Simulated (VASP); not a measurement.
Set up this calculation in VASP 6.6.1, as the native input.

```
Task                   : single point
Functional             : PBE
Potentials or basis    : VASP PAW PBE potentials, release 64 (Mg, Sc_sv, C)
Cutoff                 : 520 eV
k mesh                 : 6 × 6 × 4
Occupations            : gaussian, width 0.1 eV
Spin                   : no spin polarisation
Dipole correction      : no
Further INCAR settings : ALGO = Normal; EDIFF = 1e-06; NBANDS = 24
```

The structure of MgSc2C2 lies in POSCAR:

```
MgSc2C2
1.0
    3.8264755900      0.0000000000      0.0000000000
   -1.9132378000      3.3138250700      0.0000000000
    0.0000000000      0.0000000000      6.4779070900
Mg Sc C
1 2 2
Direct
    0.0000000000      0.0000000000      0.0000000000
    0.3333333300      0.6666666700      0.6318000000
    0.6666666700      0.3333333300      0.3682000000
    0.3333333300      0.6666666700      0.2606000000
    0.6666666700      0.3333333300      0.7394000000
```

These files were run (other wordings do the same):

INCAR

```
SYSTEM = MgSc2C2
  ALGO = Normal
  EDIFF = 1E-6
  ENCUT = 520
  GGA = PE
  ISIF = 2
  ISMEAR = 0
  LASPH = .True.
  LCHARG = .False.
  LREAL = .False.
  LWAVE = .False.
  NBANDS = 24
  NELM = 60
  PREC = Accurate
  SIGMA = 0.1
```

KPOINTS

```
k-points
0
Gamma
  6 6 4
  0 0 0
```

Potentials or basis: VASP PAW PBE potentials, release 64 (Mg, Sc_sv, C).

The run is started by

```bash
$ cat potpaw_PBE.64/Mg/POTCAR potpaw_PBE.64/Sc_sv/POTCAR potpaw_PBE.64/C/POTCAR > POTCAR
$ mpirun -np 1 vasp_std > vasp.out
```

Results of the run:

| Quantity | Value |
| --- | --- |
| Pressure | -7.3 GPa |
| Largest force | 2.934 eV/Å |

Caveat: forces of over 1 eV/Å act on the atoms, so gaps and moduli don't describe the material at rest.

Run time: 24 s on 1 thread of Intel(R) Xeon(R) 6975P-C (Granite Rapids), with other jobs on the host, peak memory 0.2 GiB.
